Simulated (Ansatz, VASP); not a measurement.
## Be: VASP beside Ansatz

```
Be
1.0
     3.62764    0.00000    0.00000
    -1.81382    3.14162    0.00000
     0.00000    0.00000    3.65498
Be
4
Direct
  0.00000 0.00000 0.25000
  0.00000 0.00000 0.75000
  0.33333 0.66667 0.75000
  0.66667 0.33333 0.25000
```

Alike in both runs: functional r2SCAN; k mesh 9 × 9 × 4; occupations gaussian, width 0.1 eV; no spin polarisation.

Ansatz relaxed the structure, and its values are those at the end. VASP's run is a single point on that final structure, the one shown.

|  | VASP | Ansatz |
| --- | --- | --- |
| version | VASP 6.6.1 | Ansatz 0.2.0 |
| potentials or method | VASP PAW PBE potentials, release 64 (Be), cutoff 520 eV | scalar-relativistic, plane waves, PAW |
| valence electrons in the cell | 8 | 8 |

|  | VASP | Ansatz | Ansatz less VASP |
| --- | --- | --- | --- |
| gap on the k mesh at the Fermi level (eV) | none | none | - |
| pressure (GPa) | 0.2 | 0.1 | -0.07 |

VASP's potentials were made for PBE, not for r2SCAN. A gap of «none» marks a metal or a gap that the smearing closes.

The k mesh is coarse, so the values compare programs but aren't converged.
